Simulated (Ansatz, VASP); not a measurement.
CdSe in VASP and in Ansatz

The input INCAR:

```
SYSTEM = CdSe
ALGO = Normal ; EDIFF = 1E-6
ENCUT = 520 ; GGA = PS
ISIF = 2 ; ISMEAR = 0
LASPH = .True. ; LCHARG = .False.
LREAL = .False. ; LWAVE = .False.
NBANDS = 16 ; NELM = 100
PREC = Accurate ; SIGMA = 0.01
```

Contents of KPOINTS:

```
k-points
0
Gamma
  6 6 6
  0 0 0
```

POSCAR

```
CdSe
1.0
    0.0000000000      3.0413470752      3.0565538106
    3.0413470752      0.0000000000      3.0565538106
    3.0413470752      3.0413470752      0.0000000000
Cd Se
1 1
Direct
    0.0000000000      0.0000000000      0.0000000000
    0.7500000000      0.7500000000      0.7500000000
```

Input for Ansatz:

```yaml
crystal:
  lattice:
    - [0.0, 3.04134707518, 3.05655381055]
    - [3.04134707518, 0.0, 3.05655381055]
    - [3.04134707518, 3.04134707518, 0.0]
  atoms:
    - { symbol: Cd, position: [0.0, 0.0, 0.0] }
    - { symbol: Se, position: [0.75, 0.75, 0.75] }
kpoints:
  mp_grid: { grid: [6, 6, 6] }
scf:
  occupations: { method: fixed }
  convergence: { dr2_threshold: 1.0e-10 }
hamiltonian:
  xc: pbesol
  pseudopotentials: { kind: all_electron, lapw: { basis_error: 0.0005 } }
output:
  forces: true
  stress: true
  eigenstates:
    kpoints:
      - [0.0, 0.0, 0.0]
      - [0.5, 0.5, 0.0]
      - [0.5, 0.0, 0.5]
      - [0.0, 0.5, 0.5]
      - [0.0, 0.5, 0.0]
      - [0.5, 0.0, 0.0]
      - [0.0, 0.0, 0.5]
      - [0.5, 0.5, 0.5]
  eigenvalues: true
```

Change from the starting cell: z stretched by +0.5 %, x and y held.

Alike in both runs: task single point; functional PBEsol; k mesh 6 × 6 × 6; no spin polarisation.

|  | VASP | Ansatz |
| --- | --- | --- |
| version | VASP 6.6.1 | Ansatz 0.2.0 |
| potentials or method | VASP PAW PBE potentials, release 64 (Cd, Se), cutoff 520 eV | all-electron LAPW, scalar-relativistic |
| occupations | gaussian, width 0.01 eV | fixed |

|  | VASP | Ansatz | Ansatz less VASP |
| --- | --- | --- | --- |
| gap on the k mesh at the Fermi level (eV) | 0.46 | 0.46 | -0.001 |
| pressure (GPa) | 0.1 | -0.3 | -0.31 |
| traceless stress, the component that is largest in VASP (GPa) | -0.06 | -0.06 | 0.000 |

VASP's potentials were made for PBE, not for PBEsol. Ansatz ran all-electron here, and VASP with PAW potentials.
